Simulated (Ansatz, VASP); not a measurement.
# One calculation of Li, two programs

```
Li
1.0
     1.56077    0.90111    7.63856
    -1.56077    0.90111    7.63856
     0.00000   -1.80222    7.63856
Li
3
Direct
  0.00000 0.00000 0.00000
  0.22200 0.22200 0.22200
  0.77800 0.77800 0.77800
```

Change from the starting cell: volume scaled by 1.02.

Alike in both runs: task single point; functional LDA; k mesh 12 × 12 × 12; occupations fermi-dirac, width 0.08 eV; no spin polarisation.

```csv
,VASP,Ansatz
version,VASP 6.6.1,Ansatz 0.2.0
potentials or method,"VASP PAW LDA potentials, release 64 (Li_sv), cutoff 520 eV","all-electron LAPW, scalar-relativistic"
```

```tsv
	VASP	Ansatz	Ansatz less VASP
rms of the force components (eV/Å)	0.004	0.004	-0.0001
```

LDA's correlation is that of Perdew and Zunger in VASP and of Perdew and Wang (1992) in Ansatz. Atom by atom the forces differ by 0.000 eV/Å (rms over components). Ansatz ran all-electron here, and VASP with PAW potentials.

Noted on VASP's run: the cutoff is short for stress, so the pressure is rough.
